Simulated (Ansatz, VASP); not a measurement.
## One calculation of Na6InSn2, two programs

```
Sn In Na
1.0
     0.00000    5.56016    0.00000
     5.11846   -2.78008    0.00000
     1.32856    0.00000   -9.37013
Sn In Na
2 1 6
Direct
  0.14474 0.28948 0.75097
  0.85526 0.71052 0.24903
  0.00000 0.00000 0.00000
  0.47030 0.94060 0.72470
  0.52970 0.05940 0.27530
  0.29260 0.58520 0.07050
  0.70740 0.41480 0.92950
  0.17360 0.34720 0.40920
  0.82640 0.65280 0.59080
```

Alike in both runs: task single point; functional PBE; k mesh 4 × 4 × 2; no spin polarisation.

|  | VASP | Ansatz |
| --- | --- | --- |
| version | VASP 6.6.1 | Ansatz 0.2.0 |
| potentials or method | VASP PAW PBE potentials, release 64 (Sn_d, In_d, Na_pv), cutoff 520 eV | PAW plane waves |
| occupations | fermi-dirac, width 0.1 eV | fermi-dirac |
| valence electrons in the cell | 83 | 95 |

|  | VASP | Ansatz | Ansatz less VASP |
| --- | --- | --- | --- |
| gap on the k mesh at the Fermi level (eV) | none | none | - |
| pressure (GPa) | 1.7 | 1.7 | +0.01 |
| traceless stress, the component that is largest in VASP (GPa) | 2.26 | 2.26 | 0.000 |
| rms of the force components (eV/Å) | 0.414 | 0.413 | -0.0004 |

Atom by atom the forces differ by 0.001 eV/Å (rms over components). A gap of «none» marks a metal or a gap that the smearing closes. VASP's potentials hold 83 valence electrons a cell and Ansatz's 95, so a difference there can come from the potentials and not from the codes.
